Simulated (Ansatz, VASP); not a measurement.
## CuI in VASP and in Ansatz

INCAR

```
SYSTEM = CuI
PREC = Accurate ; ENCUT = 520
EDIFF = 1E-7 ; ISMEAR = 0
SIGMA = 0.01 ; LREAL = .False.
LASPH = .True. ; NELM = 120
ALGO = Normal ; ISIF = 2
LWAVE = .False. ; LCHARG = .False.
GGA = PS ; IBRION = 2
NSW = 50 ; EDIFFG = -0.002
GGA_COMPAT = .False. ; NELMIN = 4
```

File KPOINTS:

```
Automatic mesh
0
Gamma
  6 6 4
  0 0 0
```

File POSCAR:

```
CuI
1.0
    4.0256558206      0.0000000000      0.0000000000
    0.0000000000      4.0256558206      0.0000000000
    0.0000000000      0.0000000000      6.5060066638
Cu I
2 2
Direct
    0.0000000000      0.0000000000      0.0000000000
    0.5000000000      0.5000000000      0.0000000000
    0.0000000000      0.5000000000      0.2614620756
    0.5000000000      0.0000000000      0.7385379244
```

Input for Ansatz:

```yaml
crystal:
  lattice:
    - [4.02565582056, 0.0, 0.0]
    - [0.0, 4.02565582056, 0.0]
    - [0.0, 0.0, 6.50600666385]
  atoms:
    - { symbol: Cu, position: [0.0, 0.0, 0.0] }
    - { symbol: Cu, position: [0.5, 0.5, 0.0] }
    - { symbol: I, position: [0.0, 0.5, 0.261462075562] }
    - { symbol: I, position: [0.5, 0.0, 0.738537924438] }
kpoints:
  mp_grid: { grid: [6, 6, 4] }
scf:
  occupations: { method: fixed }
  convergence: { dr2_threshold: 1.0e-10 }
hamiltonian:
  xc: pbesol
  pseudopotentials: { kind: all_electron, lapw: { basis_error: 0.0005 } }
output:
  forces: true
  stress: true
  eigenstates:
    kpoints:
      - [0.0, 0.0, 0.0]
      - [0.0, 0.5, 0.5]
      - [0.5, 0.0, 0.5]
      - [0.0, 0.0, -0.5]
      - [-0.5, -0.5, 0.0]
      - [-0.5, -0.5, -0.5]
      - [0.0, -0.5, 0.0]
      - [-0.5, 0.0, 0.0]
relax:
  f_tol: 0.002
  max_steps: 30
```

Alike in both runs: task relaxation of the atoms; functional PBEsol; k mesh 6 × 6 × 4; no spin polarisation.

|  | VASP | Ansatz |
| --- | --- | --- |
| version | VASP 6.6.1 | Ansatz 0.2.0 |
| potentials or method | VASP PAW PBE potentials, release 64 (Cu, I), cutoff 520 eV | all-electron LAPW, scalar-relativistic |
| occupations | gaussian, width 0.01 eV | fixed |

```tsv
	VASP	Ansatz	Ansatz less VASP
gap on the k mesh at the Fermi level, each at its own relaxed structure (eV)	1.54	1.53	-0.004
```

VASP's potentials were made for PBE, not for PBEsol. Ansatz ran all-electron here, and VASP with PAW potentials.

Neither program's run includes spin-orbit coupling.
